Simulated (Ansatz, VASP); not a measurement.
# SnO2: VASP and Ansatz over several settings

```xyz
6
Lattice="4.7694 0.0000 0.0000 0.0000 4.7694 0.0000 0.0000 0.0000 3.2076" Properties=species:S:1:pos:R:3 pbc="T T T"
Sn    2.3847    2.3847    1.6038
Sn    0.0000    0.0000    0.0000
O     3.8494    0.9200    1.6038
O     3.3047    3.3047    0.0000
O     0.9200    3.8494    1.6038
O     1.4647    1.4647    0.0000
```

Single points on this cell with VASP 6.6.1 and Ansatz 0.2.0. Each row is one pair of runs. Alike in all rows: spin: off; k mesh: 6 × 6 × 8; VASP's potentials, cutoff: VASP PAW PBE potentials, release 64 (Sn_d, O), 520 eV; Ansatz's potentials, cutoff: Ansatz PAW, 420 eV.

```tsv
level	smearing	gap on the k mesh at the Fermi level (eV), VASP	gap on the k mesh at the Fermi level (eV), Ansatz	least direct gap on the mesh (eV), VASP	least direct gap on the mesh (eV), Ansatz	pressure (GPa), VASP	pressure (GPa), Ansatz
RPBE+D4	fermi-dirac, width 0.05 eV	1.13	1.15	1.13	1.15	3.7	3.0
revPBE	gaussian, width 0.05 eV	1.11	1.12	1.11	1.12	10.3	9.7
BLYP+D3(BJ)	fermi-dirac, width 0.05 eV	1.12	?	1.12	?	6.6	?
revPBE+D3(BJ)	fermi-dirac, width 0.05 eV	1.11	1.12	1.11	1.12	4.4	3.8
```

Task: Fill in what Ansatz gave in row 3.

Result: gap on the k mesh at the Fermi level (eV): 1.09; least direct gap on the mesh (eV): 1.09; pressure (GPa): 5.5.

Noted on Ansatz's runs: Pulay correction over one GPa.
